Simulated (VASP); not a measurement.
Cu3P14Pd2Au, 20 atoms in the cell. The cell holds a disordered packing, 20 atoms: a = 6.721 Å, b = 6.474 Å, c = 6.225 Å, α = 91.35°, β = 87.61°, γ = 90.02°. 

```yaml
Program: VASP 6.6.1
Task: single point
Functional: PBE
Potentials_or_basis: VASP PAW PBE potentials, release 64 (P, Cu, Pd, Au)
Cutoff: 520 eV
k_mesh: 1 × 1 × 1, shifted
Occupations: fermi-dirac, width 0.1318 eV
Spin: no spin polarisation
Dipole_correction: no
Further_INCAR_settings: LREAL = Auto; ALGO = Normal; EDIFF = 1e-06; NBANDS = 83; ISYM = 0
```

Potentials or basis: VASP PAW PBE potentials, release 64 (P, Cu, Pd, Au).

The run is started by

```bash
$ cat potpaw_PBE.64/P/POTCAR potpaw_PBE.64/Cu/POTCAR potpaw_PBE.64/Pd/POTCAR potpaw_PBE.64/Au/POTCAR > POTCAR
$ mpirun -np 1 vasp_std > vasp.out
```

Hardware: 1 thread of Intel(R) Xeon(R) Platinum 8175M CPU @ 2.50GHz (Skylake/Cascade Lake), on a shared host.

Question: How long does it take, and how much memory?

Answer: Wall time 86 s on 1 thread of Intel(R) Xeon(R) Platinum 8175M CPU @ 2.50GHz (Skylake/Cascade Lake) (shared host), peak memory 0.34 GiB. Counts: scf iterations 21, k points 1.
